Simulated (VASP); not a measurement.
# BaO (Fm-3m) in VASP: single point with PBEsol

Aim: the single point of BaO with PBEsol.

Everything below comes from runs of VASP 6.6.1. Logs are shortened: lines on timing, memory, paths and dates and some standing lists are left out, and cuts for length are marked.

## (1) The cell of the first run

The structure is cubic, space group Fm-3m (No. 225). The conventional cell has a = 5.490 Å, b = 5.490 Å, c = 5.490 Å, α = 90.00°, β = 90.00°, γ = 90.00°. Ba (site symmetry m-3m) has 6 O at 2.75 Å within 3.6 Å. O (site symmetry m-3m) has 6 Ba at 2.75 Å within 3.6 Å.

## (2) Single point, PBEsol

INCAR reads:

```
PREC = Accurate ; ENCUT = 1340
EDIFF = 1E-6 ; ISMEAR = 0
SIGMA = 0.02 ; LREAL = F
LASPH = T ; NELM = 120
ALGO = Normal ; ISIF = 2
LWAVE = F ; LCHARG = T
GGA = PS ; LELF = T
LVHAR = T ; NBANDS = 15
GGA_COMPAT = F
```

KPOINTS reads:

```
Automatic mesh
0
Gamma
  8 8 8
```

POSCAR reads:

```
BaO
1.0
    0.0000000000      2.7451854822      2.7451854822
    2.7451854822      0.0000000000      2.7451854822
    2.7451854822      2.7451854822      0.0000000000
Ba O
1 1
Direct
    0.0000000000      0.0000000000      0.0000000000
    0.5000000000      0.5000000000      0.5000000000
```

Potentials or basis: VASP PAW PBE potentials, release 64 (Ba_sv, O_h).

Run with:

```sh
cat potpaw_PBE.64/Ba_sv/POTCAR potpaw_PBE.64/O_h/POTCAR > POTCAR
mpirun -np 1 vasp_std > vasp.out
```

OUTCAR:

```text
PREC = Accurate
   ENCUT = 1340
   EDIFF = 1E-6
   ISMEAR = 0
   LREAL = F
   LASPH = T
   NELM = 120
   ISIF = 2
   GGA = PS

 ion  position               nearest neighbor table
   1  0.000  0.000  0.000-   2 2.75   2 2.75   2 2.75   2 2.75   2 2.75   2 2.75
   2  0.500  0.500  0.500-   1 2.75   1 2.75   1 2.75   1 2.75   1 2.75   1 2.75

  LATTYP: Found a face centered cubic cell.
 ALAT       =     5.4903709644

  Lattice vectors:

 A1 = (   0.0000000000,   2.7451854822,   2.7451854822)
 A2 = (   2.7451854822,   0.0000000000,   2.7451854822)
 A3 = (   2.7451854822,   2.7451854822,   0.0000000000)

Analysis of symmetry for initial positions (statically):
=====================================================================
 Subroutine PRICEL returns:
 Original cell was already a primitive cell.

 Routine SETGRP: Setting up the symmetry group for a
 face centered cubic supercell.

 Subroutine GETGRP returns: Found 48 space group operations
 (whereof 48 operations were pure point group operations)
 out of a pool of 48 trial point group operations.

The static configuration has the point symmetry O_h .

Analysis of symmetry for dynamics (positions and initial velocities):
=====================================================================
 Subroutine PRICEL returns:
 Original cell was already a primitive cell.

 Routine SETGRP: Setting up the symmetry group for a
 face centered cubic supercell.

 Subroutine GETGRP returns: Found 48 space group operations
 (whereof 48 operations were pure point group operations)
 out of a pool of 48 trial point group operations.

The dynamic configuration has the point symmetry O_h .

 Subroutine INISYM returns: Found 48 space group operations
 (whereof 48 operations are pure point group operations),
 and found     1 'primitive' translations

----------------------------------------------------------------------------------------

                                     Primitive cell

  volume of cell :      41.3757

  direct lattice vectors                    reciprocal lattice vectors
     0.000000000  2.745185482  2.745185482    -0.182137055  0.182137055  0.182137055
     2.745185482  0.000000000  2.745185482     0.182137055 -0.182137055  0.182137055
     2.745185482  2.745185482  0.000000000     0.182137055  0.182137055 -0.182137055

  length of vectors
     3.882278540  3.882278540  3.882278540     0.315470634  0.315470634  0.315470634

  position of ions in fractional coordinates (direct lattice)
     0.000000000  0.000000000  0.000000000
     0.500000000  0.500000000  0.500000000

  ion indices of the primitive-cell ions
   primitive index   ion index
                 1           1
                 2           2

----------------------------------------------------------------------------------------

 KPOINTS: Automatic mesh

Automatic generation of k-mesh.
 Grid dimensions read from file:
 generate k-points for:    8    8    8

 Generating k-lattice:

  Cartesian coordinates                     Fractional coordinates (reciprocal lattice)
    -0.022767132  0.022767132  0.022767132     0.125000000  0.000000000  0.000000000
     0.022767132 -0.022767132  0.022767132     0.000000000  0.125000000  0.000000000
     0.022767132  0.022767132 -0.022767132     0.000000000  0.000000000  0.125000000

  Length of vectors
     0.039433829  0.039433829  0.039433829

  Shift w.r.t. Gamma in fractional coordinates (k-lattice)
     0.000000000  0.000000000  0.000000000

 Subroutine IBZKPT returns following result:
 ===========================================

 Found     29 irreducible k-points:

 Following reciprocal coordinates:
            Coordinates               Weight
  0.000000  0.000000  0.000000      1.000000
  0.125000  0.000000  0.000000      8.000000
  0.250000  0.000000  0.000000      8.000000
  0.375000  0.000000  0.000000      8.000000
  0.500000  0.000000  0.000000      4.000000
  0.125000  0.125000  0.000000      6.000000
[... 16 lines left out ...]
  0.500000  0.250000  0.125000     48.000000
 -0.375000  0.250000  0.125000     24.000000
 [... further k-points ...]
   k-points           NKPTS =     29   k-points in BZ     NKDIM =     29   number of bands    NBANDS=     15
   number of dos      NEDOS =    301   number of ions     NIONS =      2
   total plane-waves  NPLWV = 110592
   dimension x,y,z NGX =    48 NGY =   48 NGZ =   48
   dimension x,y,z NGXF=    96 NGYF=   96 NGZF=   96
   ions per type =               1   1
   NGX,Y,Z   is equivalent  to a cutoff of  20.55, 20.55, 20.55 a.u.
   NGXF,Y,Z  is equivalent  to a cutoff of  41.11, 41.11, 41.11 a.u.
 SYSTEM =  unknown system
   PREC   = accura    normal or accurate (medium, high low for compatibility)
   ISTART =      0    job   : 0-new  1-cont  2-samecut
   ICHARG =      2    charge: 1-file 2-atom 10-const
   ISPIN  =      1    spin polarized calculation?
   LNONCOLLINEAR =      F non collinear calculations
   LSORBIT =      F    spin-orbit coupling
   LASPH  =      T    aspherical Exc in radial PAW
   ENCUT  = 1340.0 eV  98.49 Ry    9.92 a.u.  11.59 11.59 11.59*2*pi/ulx,y,z
   NELM   =    120;   NELMIN=  2; NELMDL= -5     # of ELM steps
   EDIFF  = 0.1E-05   stopping-criterion for ELM
   LREAL  =      F    real-space projection
   EDIFFG = 0.1E-04   stopping-criterion for IOM
   NSW    =      0    number of steps for IOM
   IBRION =     -1    ionic relax: 0-MD 1-quasi-New 2-CG
   NFREE  =      0    steps in history (QN), initial steepest desc. (CG)
   ISIF   =      2    stress and relaxation
   ISYM   =      2    0-nonsym 1-usesym 2-fastsym
   POTIM  = 0.5000    time-step for ionic-motion
   TEBEG  =    0.0;   TEEND  =   0.0 temperature during run
   PSTRESS=    0.0 pullay stress
   NELECT =      16.0000    total number of electrons
   NUPDOWN=      -1.0000    fix difference up-down
   EMIN   =  10.00;   EMAX   =-10.00  energy-range for DOS
   EFERMI =   0.00;   METHOD = LEGACY
   ISMEAR =     0;   SIGMA  =   0.02  broadening in eV -4-tet -1-fermi 0-gaus
   EFERMI_NEDOS =   21; number of points for ismear=-14 and -15
   IALGO  =     38    algorithm
   IMIX   =      4    mixing-type and parameters
     AMIX     =   0.40;   BMIX     =  1.00
     AMIX_MAG =   1.60;   BMIX_MAG =  1.00
  volume/ion in A,a.u.               =      20.69       139.61
  Fermi-wavevector in a.u.,A,eV,Ry     =   1.192705  2.253886 19.354911  1.422546
  Thomas-Fermi vector in A             =   2.328737
   LORBIT       =      0    0 simple, 1 ext, 2 COOP (PROOUT), +10 PAW based schemes
   GGA     = PS    functional components
   LHFCALC =     F    Hartree Fock is set to
   AEXX    =    0.0000 exact exchange contribution
   IVDW    =     0    specifies the selected vdW correction
   LEPSILON=     F    determine dielectric tensor
   LRPA    =     F    only Hartree local field effects (RPA)
 non-spin polarized calculation
 Gauss-broadening in eV      SIGMA  =   0.02
  energy-cutoff  :     1340.00
  volume of cell :       41.38
 maximum number of plane-waves:      4645
 NGX is ok and might be reduce to    48
   NGX = 23   NGY = 23   NGZ = 23

 number of electron      16.0000000 magnetization

 Free energy of the ion-electron system (eV)
  ---------------------------------------------------
  ext. energy  EPLUGINS =         0.00000000
  ---------------------------------------------------
  free energy    TOTEN  =       -12.39936771 eV

  energy without entropy =      -12.39936771  energy(sigma->0) =      -12.39936771

 E-fermi :   2.2345     XC(G=0):  -9.9805

 val. band max:        2.0818217291   @ k =   0.5000   0.5000   0.0000
 cond. band min:       3.8533376280   @ k =   0.5000   0.5000   0.0000
 fundamental gap:      1.7715158988
 Fermi energy:         2.2345118423

 k-point     1 :       0.0000    0.0000    0.0000
  band No.  band energies     occupation
      1     -23.7689      2.00000
      2     -12.9280      2.00000
      3      -8.2038      2.00000
      4      -8.2038      2.00000
      5      -8.2038      2.00000
      6       1.6554      2.00000
      7       1.6554      2.00000
      8       1.6554      2.00000
      9       5.5571      0.00000
     10       6.6939      0.00000
     11       6.6939      0.00000
     12       6.6939      0.00000
     13       9.0500      0.00000
     14       9.0500      0.00000
     15      11.8487      0.00000

 k-point     2 :       0.1250    0.0000    0.0000
  band No.  band energies     occupation
      1     -23.7278      2.00000
      2     -13.0469      2.00000
      3      -8.2420      2.00000
      4      -8.2234      2.00000
      5      -8.2234      2.00000
      6       1.2992      2.00000
      7       1.4416      2.00000
      8       1.4416      2.00000
      9       6.2112      0.00000
     10       6.5678      0.00000
     11       6.9960      0.00000
     12       6.9960      0.00000
     13       9.4717      0.00000
     14       9.4717      0.00000
     15      12.8555      0.00000

 k-point     3 :       0.2500    0.0000    0.0000
  band No.  band energies     occupation
      1     -23.6258      2.00000
      2     -13.3347      2.00000
      3      -8.3273      2.00000
      4      -8.2695      2.00000
      5      -8.2695      2.00000
      6       0.6386      2.00000
      7       0.9881      2.00000
      8       0.9881      2.00000
      9       6.4558      0.00000
     10       7.8156      0.00000
     11       7.8156      0.00000
     12       7.8533      0.00000
     13      10.5123      0.00000
     14      10.5123      0.00000
     15      15.0330      0.00000
[... 343 lines left out ...]
 k-point    23 :       0.5000    0.2500    0.1250
  band No.  band energies     occupation
      1     -23.4684      2.00000
      2     -13.5081      2.00000
      3      -8.8767      2.00000
      4      -8.7273      2.00000
      5      -8.3295      2.00000
      6       0.5124      2.00000
      7       0.7839      2.00000
      8       1.4563      2.00000
      9       6.1057      0.00000
     10       8.0549      0.00000
     11       9.5190      0.00000
     12       9.6536      0.00000
     13      11.7451      0.00000
     14      13.2074      0.00000
     15      14.9262      0.00000

 k-point    24 :      -0.3750    0.2500    0.1250
  band No.  band energies     occupation
      1     -23.4329      2.00000
      2     -13.5630      2.00000
      3      -8.8970      2.00000
      4      -8.8921      2.00000
      5      -8.3188      2.00000
      6       0.3979      2.00000
      7       1.0639      2.00000
      8       1.1285      2.00000
      9       6.8666      0.00000
     10       7.4830      0.00000
     11      10.0262      0.00000
     12      10.0444      0.00000
     13      12.3419      0.00000
     14      13.9528      0.00000
     15      14.3008      0.00000

 [... further k-points ...]

------------------------ aborting loop because EDIFF is reached ----------------------------------------

  FORCE on cell =-STRESS in cart. coord.  units (eV):
  Direction    XX          YY          ZZ          XY          YZ          ZX
  --------------------------------------------------------------------------------------
  -------------------------------------------------------------------------------------
  Total        0.4722270      0.4722270      0.4722270      0.0000000     -0.0000000     -0.0000000
  in kB       18.2858987     18.2858987     18.2858987      0.0000000     -0.0000000     -0.0000000
  external PRESSURE =      18.2858987 kB  Pullay stress =       0.0000000 kB

 VOLUME and BASIS-vectors are now :
 -----------------------------------------------------------------------------
  energy-cutoff  :     1340.00
  volume of cell :       41.38
      direct lattice vectors                 reciprocal lattice vectors
     0.000000000  2.745185482  2.745185482    -0.182137055  0.182137055  0.182137055
     2.745185482  0.000000000  2.745185482     0.182137055 -0.182137055  0.182137055
     2.745185482  2.745185482  0.000000000     0.182137055  0.182137055 -0.182137055

 POSITION                                       TOTAL-FORCE (eV/Angst)
 -----------------------------------------------------------------------------------
      0.00000      0.00000      0.00000         0.000000      0.000000     -0.000000
      2.74519      2.74519      2.74519        -0.000000     -0.000000      0.000000
 -----------------------------------------------------------------------------------
    total drift:                               -0.000000     -0.000000     -0.000000

  FREE ENERGIE OF THE ION-ELECTRON SYSTEM (eV)
  ---------------------------------------------------
  free  energy   TOTEN  =       -12.3993677071 eV

  energy  without entropy=      -12.3993677071  energy(sigma->0) =      -12.39936771
```

It took 59 s on 1 thread of AMD EPYC 7R13 (Zen 3), shared host; peak memory 0.32 GiB.

What came out:

| Item | Value |
| --- | --- |
| Free energy | -12.3994 eV |
| Pressure | 1.8 GPa |
| Band gap on the k mesh | 1.77 eV |

Caveat: the PAW data sets were made with another functional, which shifts forces and pressure a little; spin-orbit coupling is left out, which moves the levels of the heavy elements. A k mesh can miss the band edges.
